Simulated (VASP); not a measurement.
A run of VASP 6.6.1:

File INCAR:

```
SYSTEM = CaSb4
  PREC = Accurate
  ENCUT = 520
  EDIFF = 1E-6
  ISMEAR = 0
  SIGMA = 0.1
  LREAL = .False.
  LASPH = .True.
  NELM = 100
  ALGO = Normal
  ISIF = 2
  LWAVE = .False.
  LCHARG = .False.
  GGA = PE
  NBANDS = 23
```

KPOINTS

```
regular mesh
0
Gamma
  4 4 4
  0 0 0
```

File POSCAR:

```
CaSb4
1.0
    4.2797745600     -2.2418300200      0.0000000000
    4.2797745600      2.2418300200      0.0000000000
   -2.3486287600      0.0000000000      7.4022667200
Ca Sb
1 4
Direct
    0.5000000000      0.5000000000      0.0000000000
    0.3403159300      0.3403159300      0.6134386400
    0.8403159300      0.8403159300      0.1134386400
    0.1596840700      0.1596840700      0.8865613600
    0.6596840700      0.6596840700      0.3865613600
```

Potentials or basis: VASP PAW PBE potentials, release 64 (Ca_sv, Sb).

The run is started by

```console
$ cat potpaw_PBE.64/Ca_sv/POTCAR potpaw_PBE.64/Sb/POTCAR > POTCAR
$ mpirun -np 1 vasp_std > vasp.out
```

Hardware: 1 thread of Intel(R) Xeon(R) 6975P-C (Granite Rapids) (shared host).

Problem. Estimate the wall time of this run.

Solution. It took 48 s on 1 thread of Intel(R) Xeon(R) 6975P-C (Granite Rapids), with other jobs on the host, peak memory 0.29 GiB. Counts: scf iterations 14, k points 24.
